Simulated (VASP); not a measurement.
**LiNbO3: single point with PBE**

LiNbO3:

```
Li Nb O
1.0
     2.59495    1.49820    4.67222
    -2.59495    1.49820    4.67222
     0.00000   -2.99639    4.67222
Li Nb O
2 2 6
Direct
  0.71839 0.71822 0.71835
  0.21839 0.21835 0.21822
  0.99950 0.99985 0.99989
  0.49950 0.49989 0.49985
  0.27813 0.64246 0.88867
  0.64199 0.88935 0.27922
  0.89017 0.27880 0.64156
  0.39017 0.14156 0.77880
  0.77813 0.38867 0.14246
  0.14199 0.77922 0.38935
```

```
Program             : VASP 6.6.1
Task                : single point
Functional          : PBE
Potentials or basis : VASP PAW PBE potentials, release 64 (Li_sv, Nb_sv, O)
Cutoff              : 750 eV
k mesh              : 4 × 4 × 4
Occupations         : fermi-dirac, width 0.01 eV
Spin                : no spin polarisation
```

- Pressure: -0.5 GPa
- Largest force: 0.033 eV/Å
- Band gap on the k mesh: 3.53 eV (least direct gap 3.55 eV)

Forces in eV/Å, atoms in the order of the input:
```
Li  -0.001  0.002  0.004
Li   0.001 -0.002  0.004
Nb  -0.001  0.021 -0.013
Nb   0.018 -0.012 -0.013
O    0.003 -0.015  0.024
O    0.019  0.017 -0.012
O   -0.019 -0.028 -0.003
O   -0.033 -0.002 -0.003
O   -0.011  0.010  0.024
O    0.024  0.008 -0.012
```

Levels at points of the mesh, in eV from the valence-band top:
```tsv
k point	band 31	band 32	band 33	band 34	band 35	band 36	band 37	band 38
(0.00, 0.00, 0.00)	-0.69	-0.50	-0.01	0.00	3.55	3.55	4.01	5.06
(0.50, 0.00, 0.00)	-0.30	-0.30	-0.22	-0.22	3.83	3.83	4.63	4.63
(0.00, 0.50, 0.00)	-0.30	-0.30	-0.22	-0.22	3.82	3.83	4.62	4.63
(0.50, 0.50, 0.00)	-0.69	-0.67	-0.50	-0.19	3.62	4.08	4.52	4.57
(0.00, 0.50, 0.50)	-0.69	-0.68	-0.50	-0.19	3.65	4.08	4.52	4.57
(0.50, 0.50, 0.50)	-0.31	-0.31	-0.31	-0.31	4.54	4.54	4.74	4.74
```

It took 2.8 min on 1 thread of Intel(R) Xeon(R) 6975P-C (Granite Rapids) (shared host), peak memory 0.44 GiB.

A k mesh can miss the band edges. A hybrid or GW would open this gap; PBE tends to underestimate it.
